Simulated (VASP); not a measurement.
# GaGeO4 (P-6m2) in VASP: notebook

The runs below take GaGeO4 through relaxation of cell and atoms, single point, with PBE.

All numbers are computed with VASP 6.6.1; they aren't measurements. Logs are shortened: lines on timing, memory, paths and dates and some standing lists are left out, and cuts for length are marked.

## Step 1: The cell of the first run

It takes space group P-6m2 (No. 187, hexagonal). The conventional cell has a = 5.525 Å, b = 5.525 Å, c = 2.744 Å, α = 90.00°, β = 90.00°, γ = 120.00°. Within 3.6 Å of Ga (site symmetry -6m2) lie 2 Ga at 2.74 Å and 15 O at 3.09 to 3.19 Å and 3 Ge at 3.19 Å. Ge (site symmetry -6m2) has 6 O at 1.97 Å within 2.6 Å. Within 3.0 Å of O (site symmetry -6m2) lie 8 O at 2.25 to 2.74 Å. O (site symmetry mm2) has 2 Ge at 1.97 Å and 4 O at 2.25 to 2.44 Å within 2.6 Å.

The cell was generated, and may not be a known phase.

## Step 2: Relaxation of cell and atoms, PBE

File INCAR:

```
SYSTEM = GaGeO4
PREC     = Accurate       ! precision mode
ENCUT    = 600            ! plane-wave cutoff, eV
EDIFF    = 1E-6           ! SCF threshold, eV
ISMEAR   = 0              ! smearing method
SIGMA    = 0.1            ! smearing width, eV
LREAL    = .FALSE.        ! projectors in reciprocal space
LASPH    = .TRUE.         ! aspherical terms in the spheres
NELM     = 80             ! most SCF steps
ALGO     = Normal         ! electronic algorithm
ISIF     = 3              ! what is computed and relaxed
LWAVE    = .FALSE.        ! write WAVECAR
LCHARG   = .FALSE.        ! write CHGCAR
GGA      = PE             ! functional
IBRION   = 2              ! ionic algorithm
NSW      = 90             ! ionic steps
EDIFFG   = -0.04          ! ionic threshold
```

File KPOINTS:

```
regular mesh
0
G
  6 6 6
  0 0 0
```

File POSCAR:

```
GaGeO4
1.0
    5.5249340333      0.0000000000      0.0000000000
   -2.7624670166      4.7847332271      0.0000000000
    0.0000000000      0.0000000000      2.7438002503
Ga Ge O
1 1 4
Direct
    0.0000000000      0.0000000000      0.0000000000
    0.3333333333      0.6666666667      0.0000000000
    0.6666666667      0.3333333333      0.0000000000
    0.4804625421      0.9609250842      0.5000000000
    0.0390749158      0.5195374579      0.5000000000
    0.4804625421      0.5195374579      0.5000000000
```

Potentials or basis: VASP PAW PBE potentials, release 64 (Ga_d, Ge_d, O).

On the command line:

```
$ cat potpaw_PBE.64/Ga_d/POTCAR potpaw_PBE.64/Ge_d/POTCAR potpaw_PBE.64/O/POTCAR > POTCAR
$ mpirun -np 1 vasp_std > vasp.out
```

OUTCAR:

```text
SYSTEM = GaGeO4
   PREC = Accurate
   ENCUT = 600
   EDIFF = 1E-6
   ISMEAR = 0
   LREAL = .FALSE.
   LASPH = .TRUE.
   NELM = 80
   ISIF = 3
   GGA = PE
   IBRION = 2
   NSW = 90
   EDIFFG = -0.04

 ion  position               nearest neighbor table
   1  0.000  0.000  0.000-
   2  0.333  0.667  0.000-   5 1.97   5 1.97   4 1.97   4 1.97   6 1.97   6 1.97
   3  0.667  0.333  0.000-
   4  0.480  0.961  0.500-   2 1.97   2 1.97
   5  0.039  0.520  0.500-   2 1.97   2 1.97
   6  0.480  0.520  0.500-   2 1.97   2 1.97

  LATTYP: Found a hexagonal cell.
 ALAT       =     5.5249340333
 C/A-ratio  =     0.4966213594

  Lattice vectors:

 A1 = (   5.5249340333,   0.0000000000,   0.0000000000)
 A2 = (  -2.7624670166,   4.7847332271,   0.0000000000)
 A3 = (   0.0000000000,   0.0000000000,   2.7438002503)

Analysis of symmetry for initial positions (statically):
=====================================================================
 Subroutine PRICEL returns:
 Original cell was already a primitive cell.

 Routine SETGRP: Setting up the symmetry group for a
 hexagonal supercell.

 Subroutine GETGRP returns: Found 12 space group operations
 (whereof 12 operations were pure point group operations)
 out of a pool of 24 trial point group operations.

The static configuration has the point symmetry D_3h.

Analysis of symmetry for dynamics (positions and initial velocities):
=====================================================================
 Subroutine PRICEL returns:
 Original cell was already a primitive cell.

 Routine SETGRP: Setting up the symmetry group for a
 hexagonal supercell.

 Subroutine GETGRP returns: Found 12 space group operations
 (whereof 12 operations were pure point group operations)
 out of a pool of 24 trial point group operations.

The dynamic configuration has the point symmetry D_3h.

 Subroutine INISYM returns: Found 12 space group operations
 (whereof 12 operations are pure point group operations),
 and found     1 'primitive' translations

[... 163 lines left out ...]

 VOLUME and BASIS-vectors are now :
 -----------------------------------------------------------------------------
  energy-cutoff  :      600.00
  volume of cell :       72.53
      direct lattice vectors                 reciprocal lattice vectors
     5.524934033  0.000000000  0.000000000     0.180997636  0.104499034  0.000000000
    -2.762467017  4.784733227  0.000000000     0.000000000  0.208998068  0.000000000
     0.000000000  0.000000000  2.743800250     0.000000000  0.000000000  0.364458018

 POSITION                                       TOTAL-FORCE (eV/Angst)
 -----------------------------------------------------------------------------------
      0.00000      0.00000      0.00000        -0.000000      0.000000      0.000000
     -0.00000      3.18982      0.00000        -0.000000      0.000000      0.000000
      2.76247      1.59491      0.00000        -0.000000      0.000000      0.000000
      0.00000      4.59777      1.37190         0.000000      0.004860     -0.000000
     -1.21932      2.48585      1.37190        -0.004209     -0.002430     -0.000000
      1.21932      2.48585      1.37190         0.004209     -0.002430     -0.000000
 -----------------------------------------------------------------------------------
    total drift:                               -0.000001      0.000000     -0.000000

  FREE ENERGIE OF THE ION-ELECTRON SYSTEM (eV)
  ---------------------------------------------------
  free  energy   TOTEN  =       -26.5049675777 eV

  energy  without entropy=      -26.4802816322  energy(sigma->0) =      -26.49262460

--------------------------------------- Ionic step        2  -------------------------------------------

 number of electron      50.9999996 magnetization

 Free energy of the ion-electron system (eV)
  ---------------------------------------------------
  ext. energy  EPLUGINS =         0.00000000
  ---------------------------------------------------
  free energy    TOTEN  =       -26.50734125 eV

  energy without entropy =      -26.48260044  energy(sigma->0) =      -26.49497085

 E-fermi :   3.3950     XC(G=0): -10.9315

 val. band max:        3.3847321081   @ k =   0.3333   0.0000   0.3333
 cond. band min:       3.4221437665   @ k =   0.3333   0.1667   0.3333
 fundamental gap:      0.0374116585
 Fermi energy:         3.3949639860

 k-point     1 :       0.0000    0.0000    0.0000
  band No.  band energies     occupation
      1     -21.2772      2.00000
      2     -21.1679      2.00000
      3     -21.1679      2.00000
      4     -21.0853      2.00000
      5     -21.0853      2.00000
      6     -16.7492      2.00000
[... 781 lines left out ...]
     29       7.6386      0.00000
     30       7.7435      0.00000

 [... further k-points ...]

------------------------ aborting loop because EDIFF is reached ----------------------------------------

  FORCE on cell =-STRESS in cart. coord.  units (eV):
  Direction    XX          YY          ZZ          XY          YZ          ZX
  --------------------------------------------------------------------------------------
  -------------------------------------------------------------------------------------
  Total        0.1429156      0.1429156      0.1898013      0.0000000     -0.0000000      0.0000000
  in kB        3.1681342      3.1681342      4.2074883      0.0000000     -0.0000000      0.0000000
  external PRESSURE =       3.5145856 kB  Pullay stress =       0.0000000 kB

 VOLUME and BASIS-vectors are now :
 -----------------------------------------------------------------------------
  energy-cutoff  :      600.00
  volume of cell :       72.27
      direct lattice vectors                 reciprocal lattice vectors
     5.532814502  0.000000000  0.000000000     0.180739839  0.104350194  0.000000000
    -2.766407251  4.791557913 -0.000000000    -0.000000000  0.208700389  0.000000000
     0.000000000  0.000000000  2.726239004    -0.000000000  0.000000000  0.366805698

 POSITION                                       TOTAL-FORCE (eV/Angst)
 -----------------------------------------------------------------------------------
      5.53281      0.00000      0.00000        -0.000000     -0.000000      0.000000
     -0.00000      3.19437     -0.00000        -0.000000     -0.000000      0.000000
      2.76641      1.59719     -0.00000        -0.000000     -0.000000      0.000000
      0.00000      4.60456      1.36312        -0.000000     -0.007439      0.000000
     -1.22126      2.48928      1.36312         0.006442      0.003720     -0.000000
      1.22126      2.48928      1.36312        -0.006442      0.003720     -0.000000
 -----------------------------------------------------------------------------------
    total drift:                               -0.000001      0.000000      0.000000

  FREE ENERGIE OF THE ION-ELECTRON SYSTEM (eV)
  ---------------------------------------------------
  free  energy   TOTEN  =       -26.5073412550 eV

  energy  without entropy=      -26.4826004372  energy(sigma->0) =      -26.49497085

 reached required accuracy - stopping structural energy minimisation
```

CONTCAR:

```text
GaGeO4
   1.00000000000000
     5.5328145016532204    0.0000000000000824    0.0000000000000000
    -2.7664072507764677    4.7915579128876917   -0.0000000000000000
     0.0000000000000000    0.0000000000000000    2.7262390037534567
  Ga              Ge              O
     1     1     4
Direct
     1.0000000000000000    0.0000000000000000    0.0000000000000000
     0.3333333332999970    0.6666666667000030    0.0000000000000000
     0.6666666667000030    0.3333333332999970    0.0000000000000000
     0.4804870430391466    0.9609740860782932    0.5000000000000000
     0.0390259139217068    0.5195129569608534    0.5000000000000000
     0.4804870430391466    0.5195129569608534    0.5000000000000000

  0.00000000E+00  0.00000000E+00  0.00000000E+00
  0.00000000E+00  0.00000000E+00  0.00000000E+00
  0.00000000E+00  0.00000000E+00  0.00000000E+00
  0.00000000E+00  0.00000000E+00  0.00000000E+00
  0.00000000E+00  0.00000000E+00  0.00000000E+00
  0.00000000E+00  0.00000000E+00  0.00000000E+00
```

It took 82 s on 1 thread of Intel Xeon Platinum 8488C (Sapphire Rapids), shared host; peak memory 0.28 GiB.

What came out:

```yaml
Free_energy: -26.5073 eV
Relaxed_volume: 12.05 Å³/atom
Relaxed_cell: a = 5.533 Å, b = 5.533 Å, c = 2.726 Å, α = 90.00°, β = 90.00°, γ = 120.00°
Space_group_after_relaxing_to_0.1_Å: P-6m2 (No. 187)
Energy_gained_by_relaxing: 0.4 meV/atom
Ionic_steps: 2
Pressure_after_relaxing: 0.4 GPa
Largest_force_after_relaxing: 0.007 eV/Å
Band_gap_on_the_k_mesh: zero (an odd number of electrons rules out a gap without spin polarisation)
```

Forces in eV/Å, atoms in the order of the input:
```
Ga   0.000  0.000  0.000
Ge   0.000  0.000  0.000
O    0.000  0.000  0.000
O    0.000 -0.007  0.000
O    0.006  0.004  0.000
O   -0.006  0.004  0.000
```

Stress tensor (GPa, compression positive):
```
0.32 0.00 0.00
0.00 0.32 0.00
0.00 0.00 0.42
```

The path:
```tsv
step	energy change (eV)	largest force (eV/Å)	pressure (GPa)	volume (Å³)
1	0.0000	0.0049	-0.32	72.53
2	-0.0024	0.0074	0.35	72.27
```

Final structure:
```xyz
6
Lattice="5.5328 0.0000 0.0000 -2.7664 4.7916 0.0000 0.0000 0.0000 2.7262" Properties=species:S:1:pos:R:3 pbc="T T T"
Ga    5.5328    0.0000    0.0000
Ge    0.0000    3.1944    0.0000
O     2.7664    1.5972    0.0000
O     0.0000    4.6046    1.3631
O    -1.2213    2.4893    1.3631
O     1.2213    2.4893    1.3631
```

Levels at points of the mesh, in eV from the Fermi level:
```tsv
k point	band 23	band 24	band 25	band 26	band 27	band 28
(0.00, 0.00, 0.00)	-1.46	-1.14	-0.16	-0.04	-0.04	3.09
(0.50, 0.00, 0.00)	-1.46	-1.40	-0.71	0.19	0.43	1.71
(0.00, 0.00, 0.50)	-1.05	-0.97	-0.94	-0.94	-0.72	-0.21
(0.50, 0.00, 0.50)	-1.42	-0.90	-0.88	-0.71	0.40	1.02
```

Caveat: the k points lie up to 0.38 Å⁻¹ apart in the final cell, too coarse for converged energies and pressures of a metal; an odd number of electrons without spin polarisation forces a metal; a magnetic or distorted state may lie lower.

## Step 3: Single point, PBE

This run uses another cell than the first one, of 12.12 Å³/atom.

File INCAR:

```
  PREC = Accurate
  ENCUT = 520
  EDIFF = 1E-6
  ISMEAR = 0
  SIGMA = 0.1
  LREAL = F
  LASPH = T
  NELM = 80
  ALGO = Normal
  ISIF = 2
  LWAVE = F
  LCHARG = F
  GGA = PE
  NBANDS = 34
```

File KPOINTS:

```
regular mesh
0
Gamma
  12 12 14
```

File POSCAR:

```
GaGeO4
1.0
    5.5595134780      0.0000000000      0.0000000000
   -2.7797567390      4.8146799046      0.0000000000
    0.0000000000      0.0000000000      2.7170481973
Ga Ge O
1 1 4
Direct
    0.0000000000      0.0000000000      0.0000000000
    0.3333333333      0.6666666667      0.0000000000
    0.6666666667      0.3333333333      0.0000000000
    0.4795709000      0.9591418001      0.5000000000
    0.0408581999      0.5204291000      0.5000000000
    0.4795709000      0.5204291000      0.5000000000
```

Potentials or basis: VASP PAW PBE potentials, release 64 (Ga_d, Ge_d, O).

On the command line:

```
$ cat potpaw_PBE.64/Ga_d/POTCAR potpaw_PBE.64/Ge_d/POTCAR potpaw_PBE.64/O/POTCAR > POTCAR
$ mpirun -np 1 vasp_std > vasp.out
```

OUTCAR:

```text
PREC = Accurate
   ENCUT = 520
   EDIFF = 1E-6
   ISMEAR = 0
   LREAL = F
   LASPH = T
   NELM = 80
   ISIF = 2
   GGA = PE

 ion  position               nearest neighbor table
   1  0.000  0.000  0.000-
   2  0.333  0.667  0.000-   4 1.96   4 1.96   5 1.96   5 1.96   6 1.96   6 1.96
   3  0.667  0.333  0.000-
   4  0.480  0.959  0.500-   2 1.96   2 1.96
   5  0.041  0.520  0.500-   2 1.96   2 1.96
   6  0.480  0.520  0.500-   2 1.96   2 1.96

  LATTYP: Found a hexagonal cell.
 ALAT       =     5.5595134780
 C/A-ratio  =     0.4887204983

  Lattice vectors:

 A1 = (   5.5595134780,   0.0000000000,   0.0000000000)
 A2 = (  -2.7797567390,   4.8146799046,   0.0000000000)
 A3 = (   0.0000000000,   0.0000000000,   2.7170481973)

Analysis of symmetry for initial positions (statically):
=====================================================================
 Subroutine PRICEL returns:
 Original cell was already a primitive cell.

 Routine SETGRP: Setting up the symmetry group for a
 hexagonal supercell.

 Subroutine GETGRP returns: Found 12 space group operations
 (whereof 12 operations were pure point group operations)
 out of a pool of 24 trial point group operations.

The static configuration has the point symmetry D_3h.

Analysis of symmetry for dynamics (positions and initial velocities):
=====================================================================
 Subroutine PRICEL returns:
 Original cell was already a primitive cell.

 Routine SETGRP: Setting up the symmetry group for a
 hexagonal supercell.

 Subroutine GETGRP returns: Found 12 space group operations
 (whereof 12 operations were pure point group operations)
 out of a pool of 24 trial point group operations.

The dynamic configuration has the point symmetry D_3h.

 Subroutine INISYM returns: Found 12 space group operations
[... 125 lines left out ...]
     AMIX_MAG =   1.60;   BMIX_MAG =  1.00
  volume/ion in A,a.u.               =      12.12        81.80
  Fermi-wavevector in a.u.,A,eV,Ry     =   1.454446  2.748505 28.781957  2.115414
  Thomas-Fermi vector in A             =   2.571596
   LORBIT       =      0    0 simple, 1 ext, 2 COOP (PROOUT), +10 PAW based schemes
   GGA     = PE    functional components
   LHFCALC =     F    Hartree Fock is set to
   AEXX    =    0.0000 exact exchange contribution
   IVDW    =     0    specifies the selected vdW correction
   LEPSILON=     F    determine dielectric tensor
   LRPA    =     F    only Hartree local field effects (RPA)
 non-spin polarized calculation
 Gauss-broadening in eV      SIGMA  =   0.10
  energy-cutoff  :      520.00
  volume of cell :       72.73
 maximum number of plane-waves:      1984
 NGX is ok and might be reduce to    42
   NGX = 21   NGY = 21   NGZ = 11

 number of electron      51.0000003 magnetization

 Free energy of the ion-electron system (eV)
  ---------------------------------------------------
  ext. energy  EPLUGINS =         0.00000000
  ---------------------------------------------------
  free energy    TOTEN  =       -26.53975008 eV

  energy without entropy =      -26.52207895  energy(sigma->0) =      -26.53091452

 E-fermi :   3.3416     XC(G=0): -10.8898

 val. band max:        3.3364874293   @ k =   0.1667   0.0833   0.0714
 cond. band min:       3.3469040018   @ k =   0.1667   0.0833   0.4286
 fundamental gap:      0.0104165726
 Fermi energy:         3.3415866288

 k-point     1 :       0.0000    0.0000    0.0000
  band No.  band energies     occupation
      1     -21.3192      2.00000
      2     -21.2038      2.00000
      3     -21.2038      2.00000
      4     -21.1204      2.00000
      5     -21.1204      2.00000
      6     -16.8020      2.00000
[... 877 lines left out ...]
     33      14.5348      0.00000
     34      15.5667      0.00000

 [... further k-points ...]

------------------------ aborting loop because EDIFF is reached ----------------------------------------

  FORCE on cell =-STRESS in cart. coord.  units (eV):
  Direction    XX          YY          ZZ          XY          YZ          ZX
  --------------------------------------------------------------------------------------
  -------------------------------------------------------------------------------------
  Total        0.0437666      0.0437666      0.1853748     -0.0000000      0.0000000      0.0000000
  in kB        0.9641656      0.9641656      4.0837562     -0.0000000      0.0000000      0.0000000
  external PRESSURE =       2.0040291 kB  Pullay stress =       0.0000000 kB

 VOLUME and BASIS-vectors are now :
 -----------------------------------------------------------------------------
  energy-cutoff  :      520.00
  volume of cell :       72.73
      direct lattice vectors                 reciprocal lattice vectors
     5.559513478  0.000000000  0.000000000     0.179871855  0.103849064  0.000000000
    -2.779756739  4.814679905  0.000000000     0.000000000  0.207698127  0.000000000
     0.000000000  0.000000000  2.717048197     0.000000000  0.000000000  0.368046471

 POSITION                                       TOTAL-FORCE (eV/Angst)
 -----------------------------------------------------------------------------------
      0.00000      0.00000      0.00000        -0.000000      0.000000     -0.000000
     -0.00000      3.20979      0.00000        -0.000000      0.000000     -0.000000
      2.77976      1.60489      0.00000        -0.000000      0.000000     -0.000000
     -0.00000      4.61796      1.35852        -0.000000      0.059240      0.000000
     -1.21951      2.50570      1.35852        -0.051304     -0.029620     -0.000000
      1.21951      2.50570      1.35852         0.051304     -0.029620     -0.000000
 -----------------------------------------------------------------------------------
    total drift:                               -0.000001      0.000001     -0.000000

  FREE ENERGIE OF THE ION-ELECTRON SYSTEM (eV)
  ---------------------------------------------------
  free  energy   TOTEN  =       -26.5397500786 eV

  energy  without entropy=      -26.5220789520  energy(sigma->0) =      -26.53091452
```

Wall time 3.9 min (1 thread of Intel Xeon Platinum 8488C (Sapphire Rapids), shared host); peak memory 0.43 GiB.

Results:

```yaml
Free_energy: -26.5398 eV
Pressure: 0.2 GPa
Largest_force: 0.059 eV/Å
Band_gap_on_the_k_mesh: zero (an odd number of electrons rules out a gap without spin polarisation)
```

Forces on the atoms (eV/Å):
```
Ga   0.000  0.000  0.000
Ge   0.000  0.000  0.000
O    0.000  0.000  0.000
O    0.000  0.059  0.000
O   -0.051 -0.030  0.000
O    0.051 -0.030  0.000
```

Levels at points of the mesh, in eV from the Fermi level:
| k point | band 22 | band 23 | band 24 | band 25 | band 26 | band 27 | band 28 | band 29 |
| --- | --- | --- | --- | --- | --- | --- | --- | --- |
| (0.00, 0.00, 0.00) | -1.42 | -1.42 | -1.14 | -0.12 | -0.04 | -0.04 | 3.17 | 3.95 |
| (0.50, 0.00, 0.00) | -1.75 | -1.42 | -1.40 | -0.70 | 0.20 | 0.43 | 1.68 | 3.46 |
| (0.00, 0.00, 0.50) | -1.05 | -1.05 | -1.02 | -0.93 | -0.93 | -0.70 | -0.28 | 4.11 |
| (0.50, 0.00, 0.50) | -1.74 | -1.39 | -0.90 | -0.86 | -0.71 | 0.33 | 0.95 | 4.31 |

Caveat: an odd number of electrons without spin polarisation forces a metal; a magnetic or distorted state may lie lower.

The gap in the log of VASP goes by the Fermi energy; the results here count the filled bands.